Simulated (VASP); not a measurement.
A run of VASP 6.6.1 is set up as follows.

File POSCAR:

```
Bi2Te3
1.0
    2.1930000000      1.2661291403     10.1656666667
   -2.1930000000      1.2661291403     10.1656666667
    0.0000000000     -2.5322582807     10.1656666667
Bi Te
2 3
Direct
    0.6000000000      0.6000000000      0.6000000000
    0.4000000000      0.4000000000      0.4000000000
    0.7905000000      0.7905000000      0.7905000000
    0.2095000000      0.2095000000      0.2095000000
    0.0000000000      0.0000000000      0.0000000000
```

INCAR.step1

```
  ISMEAR = 0
  SIGMA = 0.03
  LWAVE = T
  LCHARG = F
  NBANDS = 39
  PREC = Accurate
  LASPH = T
  LREAL = F
  ALGO = Normal
  EDIFF = 1E-6
  NELM = 120
  GGA_COMPAT = F
  ENCUT = 280
  EFERMI = MIDGAP
  GGA = PE
  KPAR = 4
```

INCAR.step2

```
  METAGGA = MBJ
  ISMEAR = 0
  SIGMA = 0.03
  LWAVE = F
  LCHARG = F
  NBANDS = 39
  PREC = Accurate
  LASPH = T
  LREAL = F
  ALGO = Normal
  EDIFF = 1E-6
  NELM = 120
  GGA_COMPAT = F
  ENCUT = 280
  EFERMI = MIDGAP
  LMIXTAU = T
  ISTART = 1
  KPAR = 4
```

The input KPOINTS:

```
Automatic mesh
0
Gamma
  5 5 5
  0 0 0
```

Contents of KPOINTS_OPT:

```
path GLB1,BZGX,QFP1Z,LP
12
line-mode
reciprocal
 0.0000000000  0.0000000000  0.0000000000  G
 0.5000000000  0.0000000000  0.0000000000  L

 0.5000000000  0.0000000000  0.0000000000  L
 0.5000000000  0.1770083925 -0.1770083925  B1

 0.8229916075  0.5000000000  0.1770083925  B
 0.5000000000  0.5000000000  0.5000000000  Z

 0.5000000000  0.5000000000  0.5000000000  Z
 0.0000000000  0.0000000000  0.0000000000  G

 0.0000000000  0.0000000000  0.0000000000  G
 0.3385041962  0.0000000000 -0.3385041962  X

 0.6614958038  0.3385041962  0.0000000000  Q
 0.5000000000  0.5000000000  0.0000000000  F

 0.5000000000  0.5000000000  0.0000000000  F
 0.6614958038  0.6614958038  0.1770083925  P1

 0.6614958038  0.6614958038  0.1770083925  P1
 0.5000000000  0.5000000000  0.5000000000  Z

 0.5000000000  0.0000000000  0.0000000000  L
 0.8229916075  0.3385041962  0.3385041962  P
```

Potentials or basis: VASP PAW PBE potentials, release 64 (Bi_d, Te).

Command:

```console
$ cat potpaw_PBE.64/Bi_d/POTCAR potpaw_PBE.64/Te/POTCAR > POTCAR
$ cp INCAR.step1 INCAR
$ mpirun -np 4 vasp_std > vasp.out
$ cp INCAR.step2 INCAR
$ mpirun -np 4 vasp_std > vasp.out
```

(1) Estimate the band gap on the k mesh.

(2) Estimate the band gap along the path.

## Answers

(1) 0.57 eV.

(2) 0.57 eV.

Caveat: spin-orbit coupling is left out, which moves the levels of the heavy elements.
